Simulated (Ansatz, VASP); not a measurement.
# One calculation of Te2Mo, two programs

INCAR

```
PREC = Accurate
ENCUT = 520
EDIFF = 1E-7
ISMEAR = -1
SIGMA = 0.05
LREAL = False
LASPH = True
NELM = 80
ALGO = Normal
ISIF = 2
LWAVE = False
LCHARG = False
NBANDS = 35
```

KPOINTS

```
regular mesh
0
Gamma
  9 9 2
```

Contents of POSCAR:

```
Te2Mo
1.0
    3.5122724371      0.0000000000      0.0000000000
   -1.7561362185      3.0417171555      0.0000000000
    0.0000000000      0.0000000000     24.4759339641
Te Mo
4 2
Direct
    0.3333333333      0.6666666667      0.2236394800
    0.6666666667      0.3333333333      0.9206288600
    0.6666666667      0.3333333333      0.7763605200
    0.3333333333      0.6666666667      0.0793711400
    0.6666666667      0.3333333333      0.1515414900
    0.3333333333      0.6666666667      0.8484585100
```

Contents of input.yaml:

```yaml
crystal:
  lattice:
    - [3.5122724371, 0.0, 0.0]
    - [-1.7561362185, 3.0417171555, 0.0]
    - [0.0, 0.0, 24.4759339641]
  atoms:
    - { symbol: Te, position: [0.3333333333, 0.6666666667, 0.22363948] }
    - { symbol: Te, position: [0.6666666667, 0.3333333333, 0.92062886] }
    - { symbol: Te, position: [0.6666666667, 0.3333333333, 0.77636052] }
    - { symbol: Te, position: [0.3333333333, 0.6666666667, 0.07937114] }
    - { symbol: Mo, position: [0.6666666667, 0.3333333333, 0.15154149] }
    - { symbol: Mo, position: [0.3333333333, 0.6666666667, 0.84845851] }
kpoints:
  mp_grid: { grid: [9, 9, 2] }
scf:
  occupations: { method: fermi_dirac, width: 0.05 }
hamiltonian:
  xc: lda
  pseudopotentials: { kind: all_electron, lapw: { basis_error: 0.002 } }
output:
  forces: true
  stress: true
  eigenvalues: true
```

Change from the starting cell: volume scaled by 0.96.

Alike in both runs: task single point; functional LDA; k mesh 9 × 9 × 2; occupations fermi-dirac, width 0.05 eV; no spin polarisation.

|  | VASP | Ansatz |
| --- | --- | --- |
| version | VASP 6.6.1 | Ansatz 0.2.0 |
| potentials or method | VASP PAW LDA potentials, release 64 (Te, Mo_sv), cutoff 520 eV | all-electron LAPW, scalar-relativistic |

Ansatz gave:

```
gap on the k mesh at the Fermi level (eV) : 1.08
least direct gap on the mesh (eV)         : 1.08
rms of the force components (eV/Å)        : 0.114
```

Question: What did VASP give for the same quantities?

Answer: gap on the k mesh at the Fermi level (eV): 1.08; least direct gap on the mesh (eV): 1.08; rms of the force components (eV/Å): 0.140.

LDA's correlation is that of Perdew and Zunger in VASP and of Perdew and Wang (1992) in Ansatz. Atom by atom the forces differ by 0.026 eV/Å (rms over components). Ansatz ran all-electron here, and VASP with PAW potentials.

Spin-orbit coupling is off throughout.
